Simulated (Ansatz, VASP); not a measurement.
**Mg: VASP beside Ansatz**

Contents of INCAR:

```
PREC = Accurate
ENCUT = 520
EDIFF = 1E-7
ISMEAR = 0
SIGMA = 0.1
LREAL = F
LASPH = T
NELM = 60
ALGO = Fast
ISIF = 2
LWAVE = F
LCHARG = F
GGA = PE
NBANDS = 7
```

File KPOINTS:

```
regular mesh
0
Gamma
  6 6 6
```

POSCAR

```
Mg
1.0
   -1.8359916300      1.8359916300      1.6794040200
    1.8359916300     -1.8359916300      1.6794040200
    1.8359916300      1.8359916300     -1.6794040200
Mg
1
Direct
    0.0000000000      0.0000000000      0.0000000000
```

Input for Ansatz:

```yaml
crystal:
  lattice:
    - [-1.83599163, 1.83599163, 1.67940402]
    - [1.83599163, -1.83599163, 1.67940402]
    - [1.83599163, 1.83599163, -1.67940402]
  atoms:
    - { symbol: Mg, position: [0.0, 0.0, 0.0] }
basis:
  ecutwfc: 420
kpoints:
  mp_grid: { grid: [6, 6, 6] }
hamiltonian:
  xc: pbe
scf:
  occupations: { method: gaussian, width: 0.1 }
  lower_state_search: "off"
  max_iter: 64
output:
  forces: true
  stress: true
  eigenvalues: true
```

Alike in both runs: task single point; functional PBE; k mesh 6 × 6 × 6; occupations gaussian, width 0.1 eV; no spin polarisation.

|  | VASP | Ansatz |
| --- | --- | --- |
| version | VASP 6.6.1 | Ansatz 0.2.0 |
| potentials or method | VASP PAW PBE potentials, release 64 (Mg), cutoff 520 eV | scalar-relativistic, plane waves, PAW |
| valence electrons in the cell | 2 | 10 |

Ansatz gave:

```
gap on the k mesh at the Fermi level (eV)                     : none
pressure (GPa)                                                : 0.6
traceless stress, the component that is largest in VASP (GPa) : 2.76
```

Problem. Which values does VASP return?

Solution. gap on the k mesh at the Fermi level (eV): none; pressure (GPa): 0.5; traceless stress, the component that is largest in VASP (GPa): 2.75.

A gap of «none» marks a metal or a gap that the smearing closes. VASP's potentials hold 2 valence electrons a cell and Ansatz's 10, so a difference there can come from the potentials and not from the codes.

The k mesh is coarse, so the values compare programs but aren't converged.
